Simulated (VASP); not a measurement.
A run of VASP 6.6.1 is set up as follows.

INCAR

```
SYSTEM = HfHg2
PREC     = Accurate       ! precision mode
ENCUT    = 520            ! plane-wave cutoff, eV
EDIFF    = 1E-6           ! SCF threshold, eV
ISMEAR   = 0              ! smearing method
SIGMA    = 0.1            ! smearing width, eV
LREAL    = .False.        ! projectors in reciprocal space
LASPH    = .True.         ! aspherical terms in the spheres
NELM     = 100            ! most SCF steps
ALGO     = Normal         ! electronic algorithm
ISIF     = 2              ! what is computed and relaxed
LWAVE    = .False.        ! write WAVECAR
LCHARG   = .False.        ! write CHGCAR
LDIPOL   = .True.       
IDIPOL   = 3            
DIPOL    = 0.5 0.5 0.500
GGA      = PE             ! functional
NBANDS   = 24             ! bands
```

The input KPOINTS:

```
Automatic mesh
0
Gamma
  4 4 1
  0 0 0
```

POSCAR

```
HfHg2
1.0
    4.8110443400      0.0000000000      0.0000000000
    0.0000000000      4.8110443400      0.0000000000
    0.0000000000      0.0000000000     17.0000000000
Hf Hg
1 2
Direct
    0.0000000000      0.0000000000      0.5000000000
    0.5000000000      0.5000000000      0.5758858100
    0.5000000000      0.5000000000      0.4241141900
```

Potentials or basis: VASP PAW PBE potentials, release 64 (Hf_pv, Hg).

Launch:

```bash
$ cat potpaw_PBE.64/Hf_pv/POTCAR potpaw_PBE.64/Hg/POTCAR > POTCAR
$ mpirun -np 1 vasp_std > vasp.out
```

Problem. Predict the band gap on the k mesh.

Solution. Zero (bands 17 and 18 overlap by 0.32 eV).

Problem. Predict the largest force.

Solution. 1.504 eV/Å.

Forces in eV/Å, atoms in the order of the input:
```
Hf   0.000  0.000  0.000
Hg   0.000  0.000  1.504
Hg   0.000  0.000 -1.504
```

Caveat: spin-orbit coupling is left out, which moves the levels of the heavy elements.
